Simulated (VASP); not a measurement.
Set up this calculation in VASP 6.6.1, as the native input.

- Task: relaxation of cell and atoms
- Functional: PBEsol
- Potentials or basis: VASP PAW PBE potentials, release 64 (Rh_pv)
- Cutoff: 600 eV
- k mesh: 12 × 12 × 12
- Occupations: fermi-dirac, width 0.05 eV
- Spin: no spin polarisation
- Target pressure: 30 GPa
- Dipole correction: no
- Further INCAR settings: ALGO = Normal; EDIFF = 1e-06; IBRION = 2; EDIFFG = -0.005; NSW = 80; ISIF = 3

The structure of Rh lies in POSCAR:

```
Rh
1.0
    0.0000000000      1.8978500000      1.8978500000
    1.8978500000      0.0000000000      1.8978500000
    1.8978500000      1.8978500000      0.0000000000
Rh
1
Direct
    0.0000000000      0.0000000000      0.0000000000
```

The input as run:

INCAR

```
SYSTEM = Rh
ALGO = Normal
EDIFF = 1E-6
EDIFFG = -0.005
ENCUT = 600
GGA = PS
IBRION = 2
ISIF = 3
ISMEAR = -1
LASPH = .TRUE.
LCHARG = .FALSE.
LREAL = .FALSE.
LWAVE = .FALSE.
NELM = 80
NSW = 80
PREC = Accurate
PSTRESS = 300.0
SIGMA = 0.05
```

KPOINTS

```
k-points
0
G
  12 12 12
  0 0 0
```

Potentials or basis: VASP PAW PBE potentials, release 64 (Rh_pv).

Launch:

```console
$ cat potpaw_PBE.64/Rh_pv/POTCAR > POTCAR
$ mpirun -np 1 vasp_std > vasp.out
```

It gave:

```
Relaxed volume                                         : 12.43 Å³/atom
Relaxed cell                                           : a = 2.600 Å, b = 2.600 Å, c = 2.600 Å, α = 60.00°, β = 60.00°, γ = 60.00°
Space group after relaxing (to 0.05 Å)                 : Fm-3m (No. 225)
Energy change on relaxing (the enthalpy is what falls) : +89.1 meV/atom
Ionic steps                                            : 18
Pressure after relaxing                                : 30.0 GPa
```

Caveat: the cell is relaxed towards a set pressure, so the enthalpy falls and the energy may rise; the PAW data sets were made with another functional, which shifts forces and pressure a little.

Wall time 35 s on 1 thread of Intel(R) Xeon(R) 6975P-C (Granite Rapids) (shared host), peak memory 0.15 GiB.
